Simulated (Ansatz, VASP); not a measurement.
# GaAs in VASP and in Ansatz

POSCAR

```
GaAs
1.0
    0.0000000000      2.8611353454      2.8611353454
    2.8611353454      0.0000000000      2.8611353454
    2.8611353454      2.8611353454      0.0000000000
Ga As
1 1
Direct
    0.0000000000      0.0000000000      0.0000000000
    0.2500000000      0.2500000000      0.2500000000
```

The input INCAR.step1:

```
ALGO = Normal
EDIFF = 1E-5
ENCUT = 550
GGA = PE
GGA_COMPAT = False
ISMEAR = 0
LASPH = True
LCHARG = False
LREAL = False
LWAVE = True
NBANDS = 16
NELM = 120
PREC = Accurate
SIGMA = 0.01
```

File INCAR.step2:

```
ALGO = Normal
EDIFF = 1E-6
ENCUT = 550
GGA_COMPAT = False
ISIF = 2
ISMEAR = 0
ISTART = 1
LASPH = True
LCHARG = False
LMIXTAU = True
LREAL = False
LWAVE = False
METAGGA = R2SCAN
NBANDS = 16
NELM = 120
PREC = Accurate
SIGMA = 0.01
```

File KPOINTS:

```
k-points
0
Gamma
  6 6 6
```

Input for Ansatz:

```yaml
crystal:
  lattice:
    - [0.0, 2.8611353454, 2.8611353454]
    - [2.8611353454, 0.0, 2.8611353454]
    - [2.8611353454, 2.8611353454, 0.0]
  atoms:
    - { symbol: Ga, position: [0.0, 0.0, 0.0] }
    - { symbol: As, position: [0.25, 0.25, 0.25] }
kpoints:
  mp_grid: { grid: [6, 6, 6] }
hamiltonian:
  xc: r2scan
scf:
  occupations: { method: fixed }
  n_extra_bands: 4
output:
  forces: true
  stress: true
  eigenvalues: true
```

Alike in both runs: task single point; functional r2SCAN; k mesh 6 × 6 × 6; no spin polarisation.

|  | VASP | Ansatz |
| --- | --- | --- |
| version | VASP 6.6.1 | Ansatz 0.2.0 |
| potentials or method | VASP PAW PBE potentials, release 64 (Ga_d, As) | plane waves, PAW |
| plane-wave cutoff (eV) | 550 | 500 |
| occupations | gaussian, width 0.01 eV | fixed |
| valence electrons in the cell | 18 | 28 |

Ansatz gave:

| Item | Value |
| --- | --- |
| gap on the k mesh at the Fermi level (eV) | 0.73 |
| pressure (GPa) | -2.0 |

Task: Which values does VASP return?

Result: gap on the k mesh at the Fermi level (eV): 0.71; pressure (GPa): -1.9.

VASP's potentials were made for PBE, not for r2SCAN. VASP's potentials hold 18 valence electrons a cell and Ansatz's 28, so a difference there can come from the potentials and not from the codes.
